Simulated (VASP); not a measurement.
Crystal: CoO.

```xyz
2
Lattice="-1.5080 1.5080 2.1072 1.5080 -1.5080 2.1072 1.5080 1.5080 -2.1072" Properties=species:S:1:pos:R:3 pbc="T T T"
Co    0.0000    0.0000    0.0000
O     0.0000    0.0000    2.1072
```

Base run:

| Quantity | Value |
| --- | --- |
| Program | VASP 6.6.1 |
| Functional | r2SCAN |
| Potentials or basis | VASP PAW PBE potentials, release 64 (Co, O) |
| Cutoff | 520 eV |
| k mesh | 12 × 12 × 12 |
| Occupations | fermi-dirac, width 0.05 eV |
| Spin | collinear spin, ferromagnetic start |
| Starting moments | [2.0, 0.0] μB |

Its results: pressure -4.7 GPa; net moment 3.00 μB per cell; site moments Co +2.70; O +0.28 μB.

After a change of settings the same cell gave: pressure -0.5 GPa; net moment 2.88 μB per cell; site moments Co +2.54; O +0.29 μB. Which change was it?
A. functional from r2SCAN to RPBE; occupations from fermi-dirac, width 0.05 eV to gaussian, width 0.05 eV
B. functional from r2SCAN to PBE
C. functional from r2SCAN to PBEsol; occupations from fermi-dirac, width 0.05 eV to gaussian, width 0.1 eV
D. functional from r2SCAN to LDA; potentials or basis from VASP PAW PBE potentials, release 64 (Co, O) to VASP PAW LDA potentials, release 64 (Co, O)

B.

Caveats: a cell with one magnetic atom can't hold antiferromagnetic order, which such compounds often take; the PAW data sets were made with another functional, which shifts forces and pressure a little (some runs).
